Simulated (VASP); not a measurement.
# Mg2BeS3 (P6/mmm) in VASP: notebook

Mg2BeS3 is run at these levels: PBE; tasks: single point, relaxation of cell and atoms.

Everything below comes from runs of VASP 6.6.1. Logs are shortened: lines on timing, memory, paths and dates and some standing lists are left out, and cuts for length are marked.

### 1 The cell of the first run

Symmetry: P6/mmm, No. 191, hexagonal system. Conventional cell: a = 4.811 Å, b = 4.811 Å, c = 8.643 Å, α = 90.00°, β = 90.00°, γ = 120.00°. Mg (site symmetry -6m2) has 3 Mg at 2.78 Å and 9 S at 2.78 to 3.69 Å within 3.7 Å. Be (site symmetry 6/mmm) has 2 S at 1.89 Å within 2.5 Å. S (site symmetry 6mm) has 1 Be at 1.89 Å and 1 S at 2.43 Å within 2.5 Å. Within 3.2 Å of S (site symmetry 6/mmm) lie 2 S at 2.43 Å and 6 Mg at 2.78 Å.

The cell was generated, and may not be a known phase.

### 2 Single point, PBE

The input, INCAR:

```
PREC     = Accurate       # precision mode
ENCUT    = 600            # plane-wave cutoff, eV
EDIFF    = 1E-6           # SCF threshold, eV
ISMEAR   = 0              # smearing method
SIGMA    = 0.1            # smearing width, eV
LREAL    = False          # projectors in reciprocal space
LASPH    = True           # aspherical terms in the spheres
NELM     = 120            # most SCF steps
ALGO     = Normal         # electronic algorithm
ISIF     = 2              # what is computed and relaxed
LWAVE    = False          # write WAVECAR
LCHARG   = False          # write CHGCAR
GGA      = PE             # functional
NBANDS   = 21             # bands
GGA_COMPAT= False
```

The input, KPOINTS:

```
regular mesh
0
Gamma
  3 3 4
```

The input, POSCAR:

```
Mg2BeS3
1.0
    4.8107728936      0.0000000021      0.0000000000
   -2.4053864487      4.1662515366      0.0000000000
    0.0000000000      0.0000000000      8.6433489853
Mg Be S
2 1 3
Direct
    0.3333333333      0.6666666667      0.5000000000
    0.6666666667      0.3333333333      0.5000000000
    0.0000000000      0.0000000000      0.0000000000
    0.0000000000      0.0000000000      0.2189324628
    0.0000000000      0.0000000000      0.7810675372
    0.0000000000      0.0000000000      0.5000000000
```

Potentials or basis: VASP PAW PBE potentials, release 64 (Mg, Be, S).

Launch:

```bash
cat potpaw_PBE.64/Mg/POTCAR potpaw_PBE.64/Be/POTCAR potpaw_PBE.64/S/POTCAR > POTCAR
mpirun -np 1 vasp_std > vasp.out
```

OUTCAR:

```text
PREC = Accurate
   ENCUT = 600
   EDIFF = 1E-6
   ISMEAR = 0
   LREAL = False
   LASPH = True
   NELM = 120
   ISIF = 2
   GGA = PE

 ion  position               nearest neighbor table
   1  0.333  0.667  0.500-   2 2.78   2 2.78   6 2.78   6 2.78   6 2.78   2 2.78
   2  0.667  0.333  0.500-   1 2.78   1 2.78   6 2.78   6 2.78   6 2.78   1 2.78
   3  0.000  0.000  0.000-   4 1.89   5 1.89
   4  0.000  0.000  0.219-   3 1.89   6 2.43
   5  0.000  0.000  0.781-   3 1.89   6 2.43
   6  0.000  0.000  0.500-   4 2.43   5 2.43   1 2.78   2 2.78   2 2.78   1 2.78   2 2.78   1 2.78

  LATTYP: Found a hexagonal cell.
 ALAT       =     4.8107728936
 C/A-ratio  =     1.7966653543

  Lattice vectors:

 A1 = (   4.8107728936,   0.0000000021,   0.0000000000)
 A2 = (  -2.4053864487,   4.1662515366,   0.0000000000)
 A3 = (   0.0000000000,   0.0000000000,   8.6433489853)

Analysis of symmetry for initial positions (statically):
=====================================================================
 Subroutine PRICEL returns:
 Original cell was already a primitive cell.

 Routine SETGRP: Setting up the symmetry group for a
 hexagonal supercell.

 Subroutine GETGRP returns: Found 24 space group operations
 (whereof 24 operations were pure point group operations)
 out of a pool of 24 trial point group operations.

The static configuration has the point symmetry D_6h.

Analysis of symmetry for dynamics (positions and initial velocities):
=====================================================================
 Subroutine PRICEL returns:
 Original cell was already a primitive cell.

 Routine SETGRP: Setting up the symmetry group for a
 hexagonal supercell.

 Subroutine GETGRP returns: Found 24 space group operations
 (whereof 24 operations were pure point group operations)
 out of a pool of 24 trial point group operations.

The dynamic configuration has the point symmetry D_6h.

 Subroutine INISYM returns: Found 24 space group operations
 (whereof 24 operations are pure point group operations),
 and found     1 'primitive' translations

----------------------------------------------------------------------------------------

                                     Primitive cell

  volume of cell :     173.2377

  direct lattice vectors                    reciprocal lattice vectors
     4.810772894  0.000000002  0.000000000     0.207866807  0.120011957  0.000000000
    -2.405386449  4.166251537  0.000000000    -0.000000000  0.240023914  0.000000000
     0.000000000  0.000000000  8.643348985     0.000000000  0.000000000  0.115695895

  length of vectors
     4.810772894  4.810772894  8.643348985     0.240023914  0.240023914  0.115695895

  position of ions in fractional coordinates (direct lattice)
     0.333333333  0.666666667  0.500000000
     0.666666667  0.333333333  0.500000000
     0.000000000  0.000000000  0.000000000
     0.000000000  0.000000000  0.218932463
     0.000000000  0.000000000  0.781067537
     0.000000000  0.000000000  0.500000000

  ion indices of the primitive-cell ions
   primitive index   ion index
                 1           1
                 2           2
                 3           3
                 4           4
                 5           5
                 6           6

----------------------------------------------------------------------------------------

 KPOINTS: regular mesh

Automatic generation of k-mesh.
 Grid dimensions read from file:
 generate k-points for:    3    3    4

 Generating k-lattice:

  Cartesian coordinates                     Fractional coordinates (reciprocal lattice)
     0.069288936  0.040003986  0.000000000     0.333333333 -0.000000000  0.000000000
    -0.000000000  0.080007971  0.000000000    -0.000000000  0.333333333  0.000000000
     0.000000000  0.000000000  0.028923974     0.000000000  0.000000000  0.250000000

  Length of vectors
     0.080007971  0.080007971  0.028923974

  Shift w.r.t. Gamma in fractional coordinates (k-lattice)
     0.000000000  0.000000000  0.000000000

 Subroutine IBZKPT returns following result:
 ===========================================

 Found      9 irreducible k-points:

 Following reciprocal coordinates:
            Coordinates               Weight
  0.000000  0.000000  0.000000      1.000000
  0.333333 -0.000000  0.000000      6.000000
  0.333333  0.333333  0.000000      2.000000
  0.000000  0.000000  0.250000      2.000000
  0.333333 -0.000000  0.250000     12.000000
  0.333333  0.333333  0.250000      4.000000
  0.000000  0.000000  0.500000      1.000000
  0.333333 -0.000000  0.500000      6.000000
  0.333333  0.333333  0.500000      2.000000
   k-points           NKPTS =      9   k-points in BZ     NKDIM =      9   number of bands    NBANDS=     21
   number of dos      NEDOS =    301   number of ions     NIONS =      6
   total plane-waves  NPLWV = 112000
   dimension x,y,z NGX =    40 NGY =   40 NGZ =   70
   dimension x,y,z NGXF=    80 NGYF=   80 NGZF=  140
   ions per type =               2   1   3
   NGX,Y,Z   is equivalent  to a cutoff of  13.82, 13.82, 13.46 a.u.
   NGXF,Y,Z  is equivalent  to a cutoff of  27.65, 27.65, 26.93 a.u.
 SYSTEM =  unknown system
   PREC   = accura    normal or accurate (medium, high low for compatibility)
   ISTART =      0    job   : 0-new  1-cont  2-samecut
   ICHARG =      2    charge: 1-file 2-atom 10-const
   ISPIN  =      1    spin polarized calculation?
   LNONCOLLINEAR =      F non collinear calculations
   LSORBIT =      F    spin-orbit coupling
   LASPH  =      T    aspherical Exc in radial PAW
   ENCUT  =  600.0 eV  44.10 Ry    6.64 a.u.   9.61  9.61 17.26*2*pi/ulx,y,z
   NELM   =    120;   NELMIN=  2; NELMDL= -5     # of ELM steps
   EDIFF  = 0.1E-05   stopping-criterion for ELM
   LREAL  =      F    real-space projection
   EDIFFG = 0.1E-04   stopping-criterion for IOM
   NSW    =      0    number of steps for IOM
   IBRION =     -1    ionic relax: 0-MD 1-quasi-New 2-CG
   NFREE  =      0    steps in history (QN), initial steepest desc. (CG)
   ISIF   =      2    stress and relaxation
   ISYM   =      2    0-nonsym 1-usesym 2-fastsym
   POTIM  = 0.5000    time-step for ionic-motion
   TEBEG  =    0.0;   TEEND  =   0.0 temperature during run
   PSTRESS=    0.0 pullay stress
   NELECT =      24.0000    total number of electrons
   NUPDOWN=      -1.0000    fix difference up-down
   EMIN   =  10.00;   EMAX   =-10.00  energy-range for DOS
   EFERMI =   0.00;   METHOD = LEGACY
   ISMEAR =     0;   SIGMA  =   0.10  broadening in eV -4-tet -1-fermi 0-gaus
   EFERMI_NEDOS =   21; number of points for ismear=-14 and -15
   IALGO  =     38    algorithm
   IMIX   =      4    mixing-type and parameters
     AMIX     =   0.40;   BMIX     =  1.00
     AMIX_MAG =   1.60;   BMIX_MAG =  1.00
  volume/ion in A,a.u.               =      28.87       194.84
  Fermi-wavevector in a.u.,A,eV,Ry     =   0.847093  1.600774  9.763087  0.717567
  Thomas-Fermi vector in A             =   1.962544
   LORBIT       =      0    0 simple, 1 ext, 2 COOP (PROOUT), +10 PAW based schemes
   GGA     = PE    functional components
   LHFCALC =     F    Hartree Fock is set to
   AEXX    =    0.0000 exact exchange contribution
   IVDW    =     0    specifies the selected vdW correction
   LEPSILON=     F    determine dielectric tensor
   LRPA    =     F    only Hartree local field effects (RPA)
 non-spin polarized calculation
 Gauss-broadening in eV      SIGMA  =   0.10
  energy-cutoff  :      600.00
  volume of cell :      173.24
 maximum number of plane-waves:      5825
 NGX is ok and might be reduce to    40
   NGX = 19   NGY = 19   NGZ = 35

 number of electron      24.0000001 magnetization

 Free energy of the ion-electron system (eV)
  ---------------------------------------------------
  ext. energy  EPLUGINS =         0.00000000
  ---------------------------------------------------
  free energy    TOTEN  =       -17.92460421 eV

  energy without entropy =      -17.91863361  energy(sigma->0) =      -17.92161891

 E-fermi :   1.4048     XC(G=0):  -7.1832

 val. band max:        1.3671720899   @ k =   0.3333   0.3333   0.5000
 cond. band min:       1.5877091396   @ k =   0.0000   0.0000   0.2500
 fundamental gap:      0.2205370497
 Fermi energy:         1.4047763057

 k-point     1 :       0.0000    0.0000    0.0000
  band No.  band energies     occupation
      1     -13.9001      2.00000
      2     -11.0769      2.00000
      3     -10.2529      2.00000
      4      -4.8602      2.00000
      5      -3.8751      2.00000
      6      -3.8751      2.00000
[... 13 lines left out ...]
     20       6.3610      0.00000
     21       7.8816      0.00000

 k-point     2 :       0.3333   -0.0000    0.0000
  band No.  band energies     occupation
      1     -13.7953      2.00000
      2     -11.0306      2.00000
      3     -10.2019      2.00000
      4      -5.2421      2.00000
      5      -4.7904      2.00000
      6      -4.1401      2.00000
[... 13 lines left out ...]
     20       6.1944      0.00000
     21       6.9829      0.00000

 k-point     3 :       0.3333    0.3333    0.0000
  band No.  band energies     occupation
      1     -13.7412      2.00000
      2     -11.0072      2.00000
      3     -10.1758      2.00000
      4      -5.0903      2.00000
      5      -5.0903      2.00000
      6      -4.7538      2.00000
[... 13 lines left out ...]
     20       7.3164      0.00000
     21       8.0690      0.00000
[... 97 lines left out ...]
 k-point     8 :       0.3333   -0.0000    0.5000
  band No.  band energies     occupation
      1     -13.7944      2.00000
      2     -11.0679      2.00000
      3     -10.1420      2.00000
      4      -5.2372      2.00000
      5      -5.0005      2.00000
      6      -4.1342      2.00000
[... 13 lines left out ...]
     20       7.3723      0.00000
     21       7.6024      0.00000

 k-point     9 :       0.3333    0.3333    0.5000
  band No.  band energies     occupation
      1     -13.7404      2.00000
      2     -11.0414      2.00000
      3     -10.1203      2.00000
      4      -5.0854      2.00000
      5      -5.0854      2.00000
      6      -4.9547      2.00000
[... 13 lines left out ...]
     20       7.8279      0.00000
     21       8.0311      0.00000

------------------------ aborting loop because EDIFF is reached ----------------------------------------

  FORCE on cell =-STRESS in cart. coord.  units (eV):
  Direction    XX          YY          ZZ          XY          YZ          ZX
  --------------------------------------------------------------------------------------
  -------------------------------------------------------------------------------------
  Total        0.0119372      0.0119372      0.3202786     -0.0000000      0.0000000      0.0000000
  in kB        0.1104007      0.1104007      2.9620751     -0.0000000      0.0000000      0.0000000
  external PRESSURE =       1.0609588 kB  Pullay stress =       0.0000000 kB

 VOLUME and BASIS-vectors are now :
 -----------------------------------------------------------------------------
  energy-cutoff  :      600.00
  volume of cell :      173.24
      direct lattice vectors                 reciprocal lattice vectors
     4.810772894  0.000000002  0.000000000     0.207866807  0.120011957  0.000000000
    -2.405386449  4.166251537  0.000000000    -0.000000000  0.240023914  0.000000000
     0.000000000  0.000000000  8.643348985     0.000000000  0.000000000  0.115695895

 POSITION                                       TOTAL-FORCE (eV/Angst)
 -----------------------------------------------------------------------------------
     -0.00000      2.77750      4.32167         0.000000      0.000000      0.000000
      2.40539      1.38875      4.32167         0.000000      0.000000     -0.000000
      0.00000      0.00000      0.00000         0.000000      0.000000      0.000000
      0.00000      0.00000      1.89231        -0.000000     -0.000000     -0.018057
      0.00000      0.00000      6.75104         0.000000      0.000000      0.018057
      0.00000      0.00000      4.32167         0.000000      0.000000      0.000000
 -----------------------------------------------------------------------------------
    total drift:                                0.000000     -0.000000      0.000000

  FREE ENERGIE OF THE ION-ELECTRON SYSTEM (eV)
  ---------------------------------------------------
  free  energy   TOTEN  =       -17.9246042135 eV

  energy  without entropy=      -17.9186336135  energy(sigma->0) =      -17.92161891
```

It took 65 s on 1 thread of Oxide Virtual Turin-like, shared host; peak memory 0.29 GiB.

Results:

- Free energy: -17.9246 eV
- Pressure: 0.1 GPa
- Largest force: 0.018 eV/Å
- Band gap on the k mesh: zero (bands 12 and 13 overlap by 0.71 eV)

Forces on the atoms (eV/Å):
```
Mg   0.000  0.000  0.000
Mg   0.000  0.000  0.000
Be   0.000  0.000  0.000
S    0.000  0.000 -0.018
S    0.000  0.000  0.018
S    0.000  0.000  0.000
```

Caveat: the k points lie up to 0.50 Å⁻¹ apart, too coarse for converged energies and pressures of a metal; semilocal functionals underestimate gaps, and a narrow one can read as zero.

(Part 1 of 3 ends here.)

The gap in the log of VASP goes by the Fermi energy; the results here count the filled bands.